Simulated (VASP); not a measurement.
Runs of VASP 6.6.1 on Pb. The structure is that of space group P6_3/mmc (No. 194), or close to it. The cells are those of the table. This isn't the form of Pb at room conditions, which is fcc.

```csv
task,cell,cutoff (eV),gap on the mesh (eV),pressure (GPa)
single point,"a = 3.268, b = 3.268, c = 5.452 Å, angles 90.0, 90.0, 120.0°, 2 atoms",520,none,(b)
single point,"a = 3.379, b = 3.379, c = 5.645 Å, angles 90.0, 90.0, 120.0°, 2 atoms",520,none,2.1
relaxation of cell and atoms,"relaxed to 2 GPa from a = 3.419, b = 3.419, c = 5.711 Å, angles 90.0, 90.0, 120.0°, 2 atoms",600,none,2.0
single point,"a = 3.346, b = 3.346, c = 5.588 Å, angles 90.0, 90.0, 120.0°, 2 atoms",520,none,4.1
single point,"a = 3.419, b = 3.419, c = 5.711 Å, angles 90.0, 90.0, 120.0°, 2 atoms",520,none,0.1
single point,"a = 3.398, b = 3.398, c = 5.678 Å, angles 90.0, 90.0, 120.0°, 2 atoms",520,none,(a)
single point,"a = 3.219, b = 3.219, c = 5.365 Å, angles 90.0, 90.0, 120.0°, 2 atoms",520,none,15.2
single point,"a = 3.303, b = 3.303, c = 5.513 Å, angles 90.0, 90.0, 120.0°, 2 atoms",520,none,7.1
```

Alike in all rows: level LDA; potentials or basis VASP PAW LDA potentials, release 64 (Pb_d); no spin polarisation; k mesh 16 × 16 × 10; smearing fermi-dirac 0.08 eV.

Fill in the values left out.

(a) 1.1; (b) 10.1.

Caveats: spin-orbit coupling is left out, which moves the levels of the heavy elements; the cell stands under pressure (at least some runs); the cell is relaxed towards a set pressure, so the run minimises the enthalpy, not the energy (at least some runs).

A k mesh can miss the band edges, and the runs leave out spin-orbit coupling on Pb.

A gap of «none» marks levels without a gap at the run's occupations.
